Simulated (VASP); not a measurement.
Input of a VASP 6.6.1 run:

Contents of INCAR:

```
SYSTEM = Fe
PREC = Accurate
ENCUT = 520
EDIFF = 1E-6
ISMEAR = 0
SIGMA = 0.1
LREAL = .FALSE.
LASPH = .TRUE.
NELM = 150
ALGO = Normal
ISIF = 2
LWAVE = .FALSE.
LCHARG = .FALSE.
ISPIN = 2
MAGMOM = 2.44 2.44 2.44 2.44 2.44 2.44 2.44
LORBIT = 11
LMAXMIX = 4
LDIPOL = .TRUE.
IDIPOL = 3
DIPOL = 0.5 0.5 0.500
GGA = PE
NBANDS = 41
KPAR = 4
```

The input KPOINTS:

```
regular mesh
0
G
  15 15 1
  0 0 0
```

The input POSCAR:

```
Fe
1.0
    2.4522199159      0.0000000000      0.0000000000
   -0.8174066386      2.3119751086      0.0000000000
    0.0000000000      0.0000000000     27.0133750618
Fe
7
Direct
    0.5000000000      0.5000000000      0.2776373700
    0.0000000000      0.0000000000      0.3516848238
    0.5000000000      0.5000000000      0.4261712766
    0.0000000000      0.0000000000      0.5000000011
    0.5000000000      0.5000000000      0.5738287238
    0.0000000000      0.0000000000      0.6483151740
    0.5000000000      0.5000000000      0.7223626308
```

Potentials or basis: VASP PAW PBE potentials, release 64 (Fe).

Run with:

```console
$ cat potpaw_PBE.64/Fe/POTCAR > POTCAR
$ mpirun -np 4 vasp_std > vasp.out
```

Estimate the site moments.

Fe +2.55, +2.27, +2.18, +2.15 (each value once) μB.

What does it give for the net moment?

16.26 μB per cell.

Forces on the atoms (eV/Å):
```
Fe   0.000  0.000  0.011
Fe   0.000  0.000 -0.009
Fe   0.000  0.000 -0.005
Fe   0.000  0.000  0.000
Fe   0.000  0.000  0.005
Fe   0.000  0.000  0.009
Fe   0.000  0.000 -0.011
```

Caveat: the highest band is partly filled, so the run has too few bands.
